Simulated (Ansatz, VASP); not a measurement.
This is a calculation of Si for Ansatz 0.2.0.

Contents of input.yaml:

```yaml
crystal:
  lattice:
    - [3.8817353141, 0.0, 0.0]
    - [-1.9408676571, 3.3616813928, 0.0]
    - [0.0, 0.0, 6.4159555303]
  atoms:
    - { symbol: Si, position: [0.6666666667, 0.3333333333, 0.9369905] }
    - { symbol: Si, position: [0.3333333333, 0.6666666667, 0.4369905] }
    - { symbol: Si, position: [0.6666666667, 0.3333333333, 0.5630095] }
    - { symbol: Si, position: [0.3333333333, 0.6666666667, 0.0630095] }
kpoints:
  mp_grid: { grid: [8, 8, 4] }
scf:
  occupations: { method: fermi_dirac, width: 0.05 }
hamiltonian:
  xc: lda
  pseudopotentials: { kind: all_electron, lapw: { basis_error: 0.002 } }
output:
  forces: true
  stress: true
  eigenvalues: true
```

Potentials or basis: all-electron LAPW, scalar-relativistic.

The run is started by

```sh
$ ansatz run input.yaml --threads 2 --pin off --max-ram 8192MiB --backend cpu --events-out ev --progress --plain --runs-dir out
```

Q: Translate it to VASP 6.6.1. Potentials there: VASP PAW LDA potentials, release 64 (Si).

A: As run (the cutoff follows the program's own potentials):

INCAR

```
SYSTEM = Si
PREC = Accurate ; ENCUT = 520
EDIFF = 1E-6 ; ISMEAR = -1
SIGMA = 0.05 ; LREAL = .False.
LASPH = .True. ; NELM = 100
ALGO = Normal ; ISIF = 2
LWAVE = .False. ; LCHARG = .True.
LELF = .True. ; LVHAR = .True.
NBANDS = 16
```

The input KPOINTS:

```
Automatic mesh
0
Gamma
  8 8 4
  0 0 0
```

The input POSCAR:

```
Si
1.0
    3.8817353141      0.0000000000      0.0000000000
   -1.9408676571      3.3616813928      0.0000000000
    0.0000000000      0.0000000000      6.4159555303
Si
4
Direct
    0.6666666667      0.3333333333      0.9369905000
    0.3333333333      0.6666666667      0.4369905000
    0.6666666667      0.3333333333      0.5630095000
    0.3333333333      0.6666666667      0.0630095000
```

Potentials or basis: VASP PAW LDA potentials, release 64 (Si).

Run with:

```bash
$ cat potpaw_LDA.64/Si/POTCAR > POTCAR
$ mpirun -np 1 vasp_std > vasp.out
```

Both were run:

|  | VASP | Ansatz | Ansatz less VASP |
| --- | --- | --- | --- |
| gap on the k mesh at the Fermi level (eV) | 0.39 | 0.39 | +0.004 |
| least direct gap on the mesh (eV) | 0.82 | 0.81 | -0.007 |
| pressure (GPa) | -5.2 | -5.2 | -0.05 |
| rms of the force components (eV/Å) | 0.017 | 0.017 | 0.0000 |

LDA's correlation is that of Perdew and Zunger in VASP and of Perdew and Wang (1992) in Ansatz. Atom by atom the forces differ by 0.000 eV/Å (rms over components). Ansatz ran all-electron here, and VASP with PAW potentials.
